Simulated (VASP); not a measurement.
# H10CO6 in VASP: further runs

Runs on H10CO6. Level: PBE. Tasks: single point.

All numbers are computed with VASP 6.6.1; they aren't measurements. Logs are shortened: lines on timing, memory, paths and dates and some standing lists are left out, and cuts for length are marked.

## Step 1: The cell of the first run

The cell holds an amorphous packing of atoms, 17 atoms: a = 6.196 Å, b = 6.196 Å, c = 6.196 Å, α = 90.00°, β = 90.00°, γ = 90.00°.

## Step 2: Single point, PBE

Contents of INCAR:

```
SYSTEM = H10CO6
ALGO = Normal
EDIFF = 1E-6
ENCUT = 910
GGA = PE
GGA_COMPAT = .False.
ISIF = 2
ISMEAR = -1
LASPH = .True.
LCHARG = .False.
LREAL = Auto
LWAVE = .False.
NBANDS = 39
NELM = 120
PREC = Accurate
SIGMA = 0.05
```

Contents of KPOINTS:

```
k-points
0
Gamma
  1 1 1
  0 0 0
```

Contents of POSCAR:

```
H10CO6
1.0
    6.1962860000      0.0000000000      0.0000000000
    0.0000000000      6.1962860000      0.0000000000
    0.0000000000      0.0000000000      6.1962860000
O H C
6 10 1
Direct
    0.1710702185      0.4249965221      0.8845944167
    0.7511273689      0.4539977658      0.4279499042
    0.1073546315      0.0176880150      0.6652533469
    0.3409461732      0.6476298867      0.5594803080
    0.8396642763     -0.0919098957      0.9579770850
    0.6622515488      0.1912758707      0.8298035307
    0.2652718096      0.5213768377      0.7948632455
    0.0586157579      0.5272351857      0.9405150117
    0.6963848990      0.3367662500      0.5206344575
    0.8900492973      0.5028173328      0.4826278193
    0.1532046778      0.1454096857      0.7578894841
    0.1135196148      0.0636187548      0.5202794061
    0.4864042751      0.6368653739      0.4741872793
    0.3234195452      0.8010766449      0.5774426810
    0.9145639824     -0.0414925973      0.8164891033
    0.6275694828      0.0834693557      1.1401507290
    0.6992414488      0.0629893456      0.9795868041
```

Potentials or basis: VASP PAW PBE potentials, release 64 (O_h, H_h, C_h).

Run with:

```sh
cat potpaw_PBE.64/O_h/POTCAR potpaw_PBE.64/H_h/POTCAR potpaw_PBE.64/C_h/POTCAR > POTCAR
mpirun -np 1 vasp_gam > vasp.out
```

OUTCAR:

```text
SYSTEM = H10CO6
   EDIFF = 1E-6
   ENCUT = 910
   GGA = PE
   ISIF = 2
   ISMEAR = -1
   LASPH = .True.
   LREAL = Auto
   NELM = 120
   PREC = Accurate

 ion  position               nearest neighbor table
   1  0.171  0.425  0.885-   7 1.00   8 1.00
   2  0.751  0.454  0.428-  10 0.97   9 0.99
   3  0.107  0.018  0.665-  12 0.94  11 1.02
   4  0.341  0.648  0.559-  14 0.96  13 1.05
   5  0.840  0.908  0.958-  15 1.04  17 1.30
   6  0.662  0.191  0.830-  17 1.24
   7  0.265  0.521  0.795-   1 1.00
   8  0.059  0.527  0.941-   1 1.00
   9  0.696  0.337  0.521-   2 0.99
  10  0.890  0.503  0.483-   2 0.97
  11  0.153  0.145  0.758-   3 1.02
  12  0.114  0.064  0.520-   3 0.94
  13  0.486  0.637  0.474-   4 1.05
  14  0.323  0.801  0.577-   4 0.96
  15  0.915  0.959  0.816-   5 1.04
  16  0.628  0.083  0.140-  17 1.10
  17  0.699  0.063  0.980-  16 1.10   6 1.24   5 1.30

  LATTYP: Found a simple cubic cell.
 ALAT       =     6.1962860000

  Lattice vectors:

 A1 = (   6.1962860000,   0.0000000000,   0.0000000000)
 A2 = (   0.0000000000,   6.1962860000,   0.0000000000)
 A3 = (   0.0000000000,   0.0000000000,   6.1962860000)

Analysis of symmetry for initial positions (statically):
=====================================================================
 Subroutine PRICEL returns:
 Original cell was already a primitive cell.

 Routine SETGRP: Setting up the symmetry group for a
 simple cubic supercell.

 Subroutine GETGRP returns: Found  1 space group operations
 (whereof  1 operations were pure point group operations)
 out of a pool of 48 trial point group operations.

The static configuration has the point symmetry C_1 .

Analysis of symmetry for dynamics (positions and initial velocities):
=====================================================================
 Subroutine PRICEL returns:
 Original cell was already a primitive cell.

 Routine SETGRP: Setting up the symmetry group for a
 simple cubic supercell.

 Subroutine GETGRP returns: Found  1 space group operations
 (whereof  1 operations were pure point group operations)
 out of a pool of 48 trial point group operations.

The dynamic configuration has the point symmetry C_1 .

 Subroutine INISYM returns: Found  1 space group operations
 (whereof  1 operations are pure point group operations),
 and found     1 'primitive' translations

[... 105 lines left out ...]
   NFREE  =      0    steps in history (QN), initial steepest desc. (CG)
   ISIF   =      2    stress and relaxation
   ISYM   =      2    0-nonsym 1-usesym 2-fastsym
   POTIM  = 0.5000    time-step for ionic-motion
   TEBEG  =    0.0;   TEEND  =   0.0 temperature during run
   PSTRESS=    0.0 pullay stress
   NELECT =      50.0000    total number of electrons
   NUPDOWN=      -1.0000    fix difference up-down
   EMIN   =  10.00;   EMAX   =-10.00  energy-range for DOS
   EFERMI =   0.00;   METHOD = LEGACY
   ISMEAR =    -1;   SIGMA  =   0.05  broadening in eV -4-tet -1-fermi 0-gaus
   EFERMI_NEDOS =   21; number of points for ismear=-14 and -15
   IALGO  =     38    algorithm
   IMIX   =      4    mixing-type and parameters
     AMIX     =   0.40;   BMIX     =  1.00
     AMIX_MAG =   1.60;   BMIX_MAG =  1.00
  volume/ion in A,a.u.               =      13.99        94.44
  Fermi-wavevector in a.u.,A,eV,Ry     =   0.973345  1.839355 12.890161  0.947400
  Thomas-Fermi vector in A             =   2.103717
   LORBIT       =      0    0 simple, 1 ext, 2 COOP (PROOUT), +10 PAW based schemes
   GGA     = PE    functional components
   LHFCALC =     F    Hartree Fock is set to
   AEXX    =    0.0000 exact exchange contribution
   IVDW    =     0    specifies the selected vdW correction
   LEPSILON=     F    determine dielectric tensor
   LRPA    =     F    only Hartree local field effects (RPA)
 non-spin polarized calculation
  energy-cutoff  :      910.00
  volume of cell :      237.90
 maximum number of plane-waves:      7398
 NGX is ok and might be reduce to    64
   NGX = 31   NGY = 31   NGZ = 31

 number of electron      50.0000000 magnetization

 Free energy of the ion-electron system (eV)
  ---------------------------------------------------
  ext. energy  EPLUGINS =         0.00000000
  ---------------------------------------------------
  free energy    TOTEN  =       -88.38588095 eV

  energy without entropy =      -88.38588095  energy(sigma->0) =      -88.38588095

 E-fermi :  -2.4162     XC(G=0):  -5.9108

 val. band max:       -3.7185661811   @ k =   0.0000   0.0000   0.0000
 cond. band min:       0.7927757754   @ k =   0.0000   0.0000   0.0000
 fundamental gap:      4.5113419565
 Fermi energy:        -2.4161896724

 k-point     1 :       0.0000    0.0000    0.0000
  band No.  band energies     occupation
      1     -25.1651      2.00000
      2     -23.4184      2.00000
      3     -22.3484      2.00000
      4     -22.2298      2.00000
      5     -22.0894      2.00000
      6     -21.6107      2.00000
[... 29 lines left out ...]
     36       6.7605      0.00000
     37       6.9153      0.00000
 [bands above 37 left out]

------------------------ aborting loop because EDIFF is reached ----------------------------------------

  FORCE on cell =-STRESS in cart. coord.  units (eV):
  Direction    XX          YY          ZZ          XY          YZ          ZX
  --------------------------------------------------------------------------------------
  -------------------------------------------------------------------------------------
  Total       -1.7920617     -1.4683467     -1.8867617     -1.4129089     -0.3612073      0.7427422
  in kB      -12.0689410     -9.8888283    -12.7067143     -9.5154726     -2.4326116      5.0021223
  external PRESSURE =     -11.5548279 kB  Pullay stress =       0.0000000 kB

 VOLUME and BASIS-vectors are now :
 -----------------------------------------------------------------------------
  energy-cutoff  :      910.00
  volume of cell :      237.90
      direct lattice vectors                 reciprocal lattice vectors
     6.196286000  0.000000000  0.000000000     0.161386999  0.000000000  0.000000000
     0.000000000  6.196286000  0.000000000     0.000000000  0.161386999  0.000000000
     0.000000000  0.000000000  6.196286000     0.000000000  0.000000000  0.161386999

 POSITION                                       TOTAL-FORCE (eV/Angst)
 -----------------------------------------------------------------------------------
      1.06000      2.63340      5.48120        -0.678543      1.095284      0.406058
      4.65420      2.81310      2.65170        -0.463774     -0.150294     -0.282960
      0.66520      0.10960      4.12210         0.692416      0.330852      2.047985
      2.11260      4.01290      3.46670         2.413568     -0.329450     -1.673322
      5.20280      5.62679      5.93590         0.664181     -0.266147     -0.140511
      4.10350      1.18520      5.14170        -0.428604     -0.546976      1.017524
[... 9 lines left out ...]
      3.88860      0.51720      0.86841        -0.239341     -0.213613      0.298763
      4.33270      0.39030      6.06980        -0.417039      1.832072     -1.484397
 -----------------------------------------------------------------------------------
    total drift:                               -0.000817      0.006393      0.002822

  FREE ENERGIE OF THE ION-ELECTRON SYSTEM (eV)
  ---------------------------------------------------
  free  energy   TOTEN  =       -88.3858809533 eV

  energy  without entropy=      -88.3858809533  energy(sigma->0) =      -88.38588095
```

Wall time 32 s (1 thread of Intel Xeon 6975P-C (Granite Rapids), shared host); peak memory 0.53 GiB.

What came out:

```yaml
Free_energy: -88.3859 eV
Pressure: -1.2 GPa
Largest_force: 2.955 eV/Å
Band_gap_on_the_k_mesh: 4.51 eV
```

Forces in eV/Å, atoms in the order of the input:
```
O   -0.679  1.095  0.406
O   -0.464 -0.150 -0.283
O    0.692  0.331  2.048
O    2.414 -0.329 -1.673
O    0.664 -0.266 -0.141
O   -0.429 -0.547  1.018
H   -0.257 -0.535  0.049
H    0.831 -1.118 -0.427
H    0.656  0.553  0.162
H   -0.184 -0.325  0.248
H   -0.272 -0.255 -0.800
H   -0.248  0.716 -1.348
H   -1.807 -0.350  1.370
H   -0.349  0.538  0.339
H    0.088 -0.976  0.217
H   -0.239 -0.214  0.299
C   -0.417  1.832 -1.484
```

Levels at points of the mesh, in eV from the valence-band top:
| k point | band 23 | band 24 | band 25 | band 26 | band 27 | band 28 |
| --- | --- | --- | --- | --- | --- | --- |
| (0.00, 0.00, 0.00) | -0.60 | -0.34 | 0.00 | 4.51 | 5.04 | 7.34 |

Caveat: the k points lie up to 1.01 Å⁻¹ apart; the cutoff is under 1.25 times the usual one of these potentials, so pressure, stress and relaxed cells hold a basis-set (Pulay) error.

## Step 3: Single point, PBE

Contents of INCAR:

```
SYSTEM = H10CO6
ALGO     = Normal         ! electronic algorithm
EDIFF    = 1E-6           ! SCF threshold, eV
ENCUT    = 910            ! plane-wave cutoff, eV
GGA      = PE             ! functional
GGA_COMPAT= .FALSE.      
ISIF     = 2              ! what is computed and relaxed
ISMEAR   = -1             ! smearing method
LASPH    = .TRUE.         ! aspherical terms in the spheres
LCHARG   = .FALSE.        ! write CHGCAR
LREAL    = Auto         
LWAVE    = .FALSE.        ! write WAVECAR
NBANDS   = 39             ! bands
NELM     = 120            ! most SCF steps
PREC     = Accurate       ! precision mode
SIGMA    = 0.05           ! smearing width, eV
```

Contents of KPOINTS:

```
k-points
0
G
  1 1 1
  0 0 0
```

Contents of POSCAR:

```
H10CO6
1.0
    6.1962860000      0.0000000000      0.0000000000
    0.0000000000      6.1962860000      0.0000000000
    0.0000000000      0.0000000000      6.1962860000
O H C
6 10 1
Direct
    0.1676488141      0.4066468204      0.8774126953
    0.7326646962      0.4686355665      0.4423779019
    0.1168280483      0.0555332662      0.6495181146
    0.3426245980      0.6717733817      0.5661940072
    0.8575136784     -0.0695739351      0.9905288426
    0.6953681609      0.2015723612      0.8254460817
    0.2519412435      0.5068681465      0.7841632875
    0.0515470074      0.4961520498      0.9439041387
    0.7641351610      0.3929612029      0.5809609176
    0.8623391496      0.5578341607      0.4181537134
    0.1676649528      0.1850786100      0.7318416225
   -0.0097477747      0.1064347256      0.5721330487
    0.4891801315      0.6262783868      0.5113869825
    0.3051182596      0.8337736509      0.5590929792
    0.9554110317     -0.0396689243      0.8600151768
    0.5812191368      0.0691543289      1.1078249132
    0.7062295059      0.0745930708      0.9719693378
```

Potentials or basis: VASP PAW PBE potentials, release 64 (O_h, H_h, C_h).

Run with:

```sh
cat potpaw_PBE.64/O_h/POTCAR potpaw_PBE.64/H_h/POTCAR potpaw_PBE.64/C_h/POTCAR > POTCAR
mpirun -np 1 vasp_gam > vasp.out
```

It used 76 s of CPU time on 1 thread of AMD EPYC 7R13 Processor (Zen 3) (shared host).

Results (log left out):

```
Free energy            : -88.7200 eV
Pressure               : -1.2 GPa
Largest force          : 2.115 eV/Å
Band gap on the k mesh : 4.83 eV
```

Forces on the atoms (eV/Å):
```
O   -0.473  0.889  0.587
O    0.833  0.042  0.617
O    0.039 -0.519  0.068
O    0.023  1.031 -0.095
O    1.128 -0.853 -0.167
O   -0.487  1.213 -1.111
H   -0.145  0.256 -0.047
H    0.889 -0.787 -0.599
H   -0.369  0.346 -0.596
H   -0.504 -0.370  0.072
H   -0.406  0.120  0.015
H    0.129  0.084 -0.124
H   -0.890  0.771  0.205
H    0.801 -1.957  0.036
H    0.205 -0.239  0.337
H    0.700 -0.016 -0.600
C   -1.474 -0.013  1.403
```

Stress tensor (GPa, compression positive):
```
-1.67  0.15  1.31
 0.15 -0.84 -0.43
 1.31 -0.43 -1.18
```

Levels at points of the mesh, in eV from the valence-band top:
```csv
k point,band 22,band 23,band 24,band 25,band 26,band 27,band 28,band 29
"(0.00, 0.00, 0.00)",-0.78,-0.49,-0.07,0.00,4.83,5.40,7.62,7.98
```

Caveat: the k points lie up to 1.01 Å⁻¹ apart; the cutoff is under 1.25 times the usual one of these potentials, so pressure, stress and relaxed cells hold a basis-set (Pulay) error.
